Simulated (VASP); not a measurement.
Input of a VASP 6.6.1 run:

The input INCAR:

```
  PREC = Accurate
  ENCUT = 600
  EDIFF = 1E-6
  ISMEAR = 0
  SIGMA = 0.02
  LREAL = F
  LASPH = T
  NELM = 80
  ALGO = Normal
  ISIF = 3
  LWAVE = F
  LCHARG = F
  GGA = PE
  IBRION = 2
  NSW = 80
  EDIFFG = -0.02
```

File KPOINTS:

```
Automatic mesh
0
Gamma
  6 6 5
```

Contents of POSCAR:

```
SnTe
1.0
    3.8500000000      0.0000000000      0.0000000000
    0.0000000000      3.8500000000      0.0000000000
    0.0000000000      0.0000000000      5.1975000000
Sn Te
1 1
Direct
    0.0000000000      0.0000000000      0.0000000000
    0.5000000000      0.5000000000      0.5000000000
```

Potentials or basis: VASP PAW PBE potentials, release 64 (Sn_d, Te).

The run is started by

```console
$ cat potpaw_PBE.64/Sn_d/POTCAR potpaw_PBE.64/Te/POTCAR > POTCAR
$ mpirun -np 1 vasp_std > vasp.out
```

Task: What does it give for the relaxed cell?

Result: a = 3.879 Å, b = 3.879 Å, c = 3.926 Å, α = 90.00°, β = 90.00°, γ = 90.00°.

Task: Predict the relaxed volume.

Result: 29.54 Å³/atom.

The path:
| step | energy change (eV) | largest force (eV/Å) | pressure (GPa) | volume (Å³) |
| --- | --- | --- | --- | --- |
| 1 | 0.0000 | 0.0000 | -6.51 | 77.04 |
| 2 | -0.5667 | 0.0000 | -1.61 | 60.80 |
| 3 | -0.5954 | 0.0000 | 0.53 | 57.87 |
| 4 | -0.5960 | 0.0000 | 0.86 | 57.44 |
| 5 | -0.6697 | 0.0000 | 1.02 | 57.50 |
| 6 | -0.7461 | 0.0000 | 1.78 | 56.96 |
| 7 | -0.7395 | 0.0000 | -1.67 | 61.48 |
| 8 | -0.7560 | 0.0000 | 0.10 | 58.82 |
| 9 | -0.7571 | 0.0000 | 0.13 | 58.95 |
| 10 | -0.7574 | 0.0000 | 0.08 | 59.09 |

Caveat: the volume moved by over 15 % at a fixed basis, so the end points are rough.
